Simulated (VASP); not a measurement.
## BaTiO3: relaxation of cell and atoms with PBE

BaTiO3:

```
Ba Ti O
1.0
     3.99038    0.00000    0.00000
     0.00000    3.99038    0.00000
     0.00000    0.00000    4.10266
Ba Ti O
1 1 3
Direct
  0.50000 0.50000 0.58254
  0.00000 0.00000 0.10004
  0.00000 0.50000 0.06422
  0.50000 0.00000 0.06422
  0.00000 0.00000 0.54897
```

```
Program                : VASP 6.6.1
Task                   : relaxation of cell and atoms
Functional             : PBE
Potentials or basis    : VASP PAW PBE potentials, release 64 (Ba_sv, Ti_sv, O)
Cutoff                 : 600 eV
k mesh                 : 6 × 6 × 6
Occupations            : fermi-dirac, width 0.02 eV
Spin                   : no spin polarisation
Dipole correction      : no
Further INCAR settings : ALGO = Normal; EDIFF = 1e-06; IBRION = 2; EDIFFG = -0.005; NSW = 80; ISIF = 3
```

The relaxed volume is 13.48 Å³/atom, the relaxed cell is a = 3.996 Å, b = 3.996 Å, c = 4.221 Å, α = 90.00°, β = 90.00°, γ = 90.00° and the space group after relaxing (to 0.05 Å) is P4mm (No. 99). The energy gained by relaxing is 3.9 meV/atom, the ionic steps are 25 and the pressure after relaxing is 0.0 GPa. The largest force after relaxing is 0.005 eV/Å and the band gap on the k mesh is 1.77 eV, indirect (least direct gap 2.34 eV).

Forces on the atoms (eV/Å):
```
Ba   0.000  0.000  0.000
Ti   0.000  0.000  0.005
O    0.000  0.000 -0.004
O    0.000  0.000 -0.004
O    0.000  0.000  0.003
```

Step by step:
| step | energy change (eV) | largest force (eV/Å) | pressure (GPa) | volume (Å³) |
| --- | --- | --- | --- | --- |
| 1 | 0.0000 | 0.0558 | 2.94 | 65.33 |
| 2 | -0.0028 | 0.3536 | -2.43 | 67.62 |
| 3 | -0.0110 | 0.1917 | -0.05 | 66.54 |
| 4 | -0.0134 | 0.0818 | 0.00 | 66.70 |
| 5 | -0.0140 | 0.0614 | 0.05 | 66.82 |
| 6 | -0.0158 | 0.0652 | -0.02 | 66.95 |
| 7 | -0.0186 | 0.0812 | -0.13 | 67.35 |
| 8 | -0.0188 | 0.0870 | -0.16 | 67.45 |
| 9 | -0.0193 | 0.0413 | 0.05 | 67.30 |
| 10 | -0.0193 | 0.0464 | 0.04 | 67.31 |
| 11 | -0.0196 | 0.0183 | 0.09 | 67.30 |
| 12 | -0.0196 | 0.0200 | 0.14 | 67.29 |
| 13 | -0.0196 | 0.0343 | -0.21 | 67.44 |
| 14 | -0.0196 | 0.0145 | -0.01 | 67.35 |
| 15 | -0.0197 | 0.0080 | 0.01 | 67.35 |
| 16 | -0.0197 | 0.0144 | 0.02 | 67.35 |
| 17 | -0.0197 | 0.0098 | 0.03 | 67.39 |
| 18 | -0.0197 | 0.0200 | -0.04 | 67.48 |
| 19 | -0.0197 | 0.0144 | -0.08 | 67.45 |
| 20 | -0.0197 | 0.0096 | -0.06 | 67.42 |
| 21 | -0.0197 | 0.0073 | -0.03 | 67.40 |
| 22 | -0.0197 | 0.0084 | 0.05 | 67.38 |
| 23 | -0.0197 | 0.0062 | 0.04 | 67.39 |
| 24 | -0.0197 | 0.0069 | 0.02 | 67.40 |
| 25 | -0.0197 | 0.0045 | 0.01 | 67.40 |

Final structure:
```
Ba Ti O
1.0
     3.99586    0.00000    0.00000
     0.00000    3.99586    0.00000
     0.00000    0.00000    4.22123
Ba Ti O
1 1 3
Direct
  0.50000 0.50000 0.58998
  0.00000 0.00000 0.10874
  0.00000 0.50000 0.06116
  0.50000 0.00000 0.06116
  0.00000 0.00000 0.53896
```

Levels at points of the mesh, in eV from the valence-band top:
| k point | band 16 | band 17 | band 18 | band 19 | band 20 | band 21 | band 22 | band 23 | band 24 |
| --- | --- | --- | --- | --- | --- | --- | --- | --- | --- |
| (0.00, 0.00, 0.00) | -1.74 | -1.32 | -0.96 | -0.57 | -0.57 | 1.77 | 2.40 | 2.40 | 3.94 |
| (0.50, 0.00, 0.00) | -1.97 | -1.96 | -1.71 | -1.59 | -1.36 | 2.47 | 3.38 | 3.48 | 4.01 |
| (0.50, 0.50, 0.00) | -2.98 | -2.06 | -1.18 | -1.18 | -0.06 | 3.52 | 3.52 | 3.85 | 4.02 |
| (0.00, 0.00, 0.50) | -2.17 | -2.07 | -1.98 | -0.74 | -0.74 | 1.89 | 3.38 | 3.38 | 3.94 |
| (0.50, 0.00, 0.50) | -2.59 | -1.87 | -1.20 | -1.10 | -0.54 | 3.39 | 3.42 | 3.65 | 4.70 |
| (0.50, 0.50, 0.50) | -2.65 | -2.65 | -0.47 | -0.47 | 0.00 | 3.89 | 3.89 | 4.01 | 5.87 |

Run time: 7.4 min on 1 thread of Intel(R) Xeon(R) 6975P-C (Granite Rapids), with other jobs on the host, peak memory 0.26 GiB.

Caveat: spin-orbit coupling is left out, which moves the levels of the heavy elements. Expect the measured gap to be larger: semilocal functionals such as PBE lack the derivative discontinuity.
